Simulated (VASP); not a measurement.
Write the native input for VASP 6.6.1 that does the following.

```
Task                   : single point
Functional             : PBE
Potentials or basis    : VASP PAW PBE potentials, release 64 (Ru_pv)
Cutoff                 : 520 eV
k mesh                 : 18 × 18 × 5
Occupations            : fermi-dirac, width 0.1 eV
Spin                   : no spin polarisation
Dipole correction      : no
Further INCAR settings : ALGO = Normal; EDIFF = 1e-06; NBANDS = 36
```

The structure of Ru lies in POSCAR:

```
Ru
1.0
    2.7100940250      0.0000000000      0.0000000000
   -1.3550470125      2.3470102723      0.0000000000
    0.0000000000      0.0000000000      8.7007283179
Ru
4
Direct
    1.0000000000      1.0000000000      0.0000000000
    1.0000000000      1.0000000000      0.5000000000
    0.3333333333      0.6666666667      0.2500000000
    0.6666666667      0.3333333333      0.7500000000
```

These files were run (other wordings do the same):

INCAR

```
  PREC = Accurate
  ENCUT = 520
  EDIFF = 1E-6
  ISMEAR = -1
  SIGMA = 0.1
  LREAL = F
  LASPH = T
  NELM = 100
  ALGO = Normal
  ISIF = 2
  LWAVE = F
  LCHARG = T
  GGA = PE
  LELF = T
  LVHAR = T
  NBANDS = 36
```

KPOINTS

```
Automatic mesh
0
Gamma
  18 18 5
```

Potentials or basis: VASP PAW PBE potentials, release 64 (Ru_pv).

The run is started by

```console
$ cat potpaw_PBE.64/Ru_pv/POTCAR > POTCAR
$ mpirun -np 1 vasp_std > vasp.out
```

It gave:

```yaml
Pressure: -0.2 GPa
Band_gap_on_the_k_mesh: zero (bands 28 and 29 overlap by 2.86 eV)
```

Run time: 4.1 min on 1 thread of Intel Xeon 8259CL, with other jobs on the host, peak memory 0.28 GiB.
